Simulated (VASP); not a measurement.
Wanted: the native input for a VASP 6.6.1 run.

- Task: single point
- Functional: r2SCAN
- Potentials or basis: VASP PAW PBE potentials, release 64 (Ba_sv, Te)
- Cutoff: 520 eV
- k mesh: 8 × 8 × 8
- Occupations: gaussian, width 0.05 eV
- Spin: no spin polarisation
- Dipole correction: no
- Further INCAR settings: ALGO = Normal; EDIFF = 1e-06; NBANDS = 15

BaTe:

```
Ba Te
1.0
     0.00000    3.41000    3.41000
     3.41000    0.00000    3.41000
     3.41000    3.41000    0.00000
Ba Te
1 1
Cartesian
  0.0000 0.0000 0.0000
  3.4100 3.2100 3.4100
```

This cell differs from its parent crystal: all Te atoms moved -0.200 Å, as atom 2 along Cartesian [0 1 0].

The input as run:

POSCAR

```
BaTe
1.0
    0.0000000000      3.4100000000      3.4100000000
    3.4100000000      0.0000000000      3.4100000000
    3.4100000000      3.4100000000      0.0000000000
Ba Te
1 1
Direct
    0.0000000000      0.0000000000      0.0000000000
    0.4706744868      0.5293255132      0.4706744868
```

INCAR.step1

```
PREC = Accurate
ENCUT = 520
ISMEAR = 0
SIGMA = 0.05
LREAL = F
LASPH = T
NELM = 80
NBANDS = 15
GGA = PE
ALGO = Normal
EDIFF = 1E-4
LWAVE = T
LCHARG = F
```

INCAR.step2

```
PREC = Accurate
ENCUT = 520
EDIFF = 1E-6
ISMEAR = 0
SIGMA = 0.05
LREAL = F
LASPH = T
NELM = 80
ALGO = Normal
ISIF = 2
LWAVE = F
LCHARG = F
METAGGA = R2SCAN
LMIXTAU = T
NBANDS = 15
ISTART = 1
```

KPOINTS

```
regular mesh
0
Gamma
  8 8 8
```

Potentials or basis: VASP PAW PBE potentials, release 64 (Ba_sv, Te).

The run is started by

```bash
$ cat potpaw_PBE.64/Ba_sv/POTCAR potpaw_PBE.64/Te/POTCAR > POTCAR
$ cp INCAR.step1 INCAR
$ mpirun -np 1 vasp_std > vasp.out
$ cp INCAR.step2 INCAR
$ mpirun -np 1 vasp_std > vasp.out
```

Results of the run:

| Property | Result |
| --- | --- |
| Pressure | 4.9 GPa |
| Largest force | 0.741 eV/Å |
| Band gap on the k mesh | 1.75 eV (least direct gap 2.07 eV) |

Caveat: the cell differs from its parent crystal (all Te atoms moved -0.200 Å, as atom 2 along Cartesian [0 1 0]); the cell stands under pressure; the PAW data sets were made with another functional, which shifts forces and pressure a little; spin-orbit coupling is left out, which moves the levels of the heavy elements.

Run time: 4.1 min on 1 thread of Intel Xeon 8259CL, on a shared host, peak memory 0.26 GiB.
